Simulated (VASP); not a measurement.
A run of VASP 6.6.1:

The input INCAR:

```
PREC = Accurate
ENCUT = 520
EDIFF = 1E-6
ISMEAR = 0
SIGMA = 0.15
LREAL = F
LASPH = T
NELM = 100
ALGO = Normal
ISIF = 2
LWAVE = F
LCHARG = F
GGA = PE
NBANDS = 49
```

The input KPOINTS:

```
Automatic mesh
0
Gamma
  3 3 2
```

POSCAR

```
PdCl4
1.0
    2.8181795225     -7.2071965807      0.0000000000
    2.8181795225      7.2071965807      0.0000000000
    0.0000000000      0.0000000000     10.3501149061
Pd Cl
2 8
Direct
    0.0000000000      0.5000000000      0.5000000000
    0.5000000000      0.0000000000      0.5000000000
    0.8869883662      0.6130142960      0.6575648994
    0.1130116338      0.3869857040      0.6575648994
    0.3869857040      0.1130116338      0.3424351006
    0.6130142960      0.8869883662      0.3424351006
    0.1130116338      0.3869857040      0.3424351006
    0.8869883662      0.6130142960      0.3424351006
    0.6130142960      0.8869883662      0.6575648994
    0.3869857040      0.1130116338      0.6575648994
```

Potentials or basis: VASP PAW PBE potentials, release 64 (Pd, Cl).

Command:

```sh
$ cat potpaw_PBE.64/Pd/POTCAR potpaw_PBE.64/Cl/POTCAR > POTCAR
$ mpirun -np 1 vasp_std > vasp.out
```

Hardware: 1 thread of Intel Xeon 8259CL, with other jobs on the host.

Estimate the wall time of this run.

Wall time 9.3 min on 1 thread of Intel Xeon 8259CL, on a shared host, peak memory 0.66 GiB. Counts: scf iterations 20, k points 8.
